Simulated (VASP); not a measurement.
Input of a VASP 6.6.1 run:

Contents of INCAR:

```
PREC     = Accurate       # precision mode
ENCUT    = 520            # plane-wave cutoff, eV
EDIFF    = 1E-7           # SCF threshold, eV
ISMEAR   = -1             # smearing method
SIGMA    = 0.1            # smearing width, eV
LREAL    = False          # projectors in reciprocal space
LASPH    = True           # aspherical terms in the spheres
NELM     = 100            # most SCF steps
ALGO     = Normal         # electronic algorithm
ISIF     = 2              # what is computed and relaxed
LWAVE    = False          # write WAVECAR
LCHARG   = False          # write CHGCAR
GGA      = PE             # functional
NBANDS   = 12             # bands
```

The input KPOINTS:

```
regular mesh
0
Gamma
  20 20 20
```

File POSCAR:

```
Nb
1.0
   -1.6555722953      1.6555722953      1.6555722953
    1.6555722953     -1.6555722953      1.6555722953
    1.6555722953      1.6555722953     -1.6555722953
Nb
1
Direct
    0.0000000000      0.0000000000      0.0000000000
```

Potentials or basis: VASP PAW PBE potentials, release 64 (Nb_sv).

Run with:

```bash
$ cat potpaw_PBE.64/Nb_sv/POTCAR > POTCAR
$ mpirun -np 1 vasp_std > vasp.out
```

Problem. Predict the pressure.

Solution. -0.3 GPa.

Problem. Predict the band gap on the k mesh.

Solution. Zero (an odd number of electrons rules out a gap without spin polarisation).
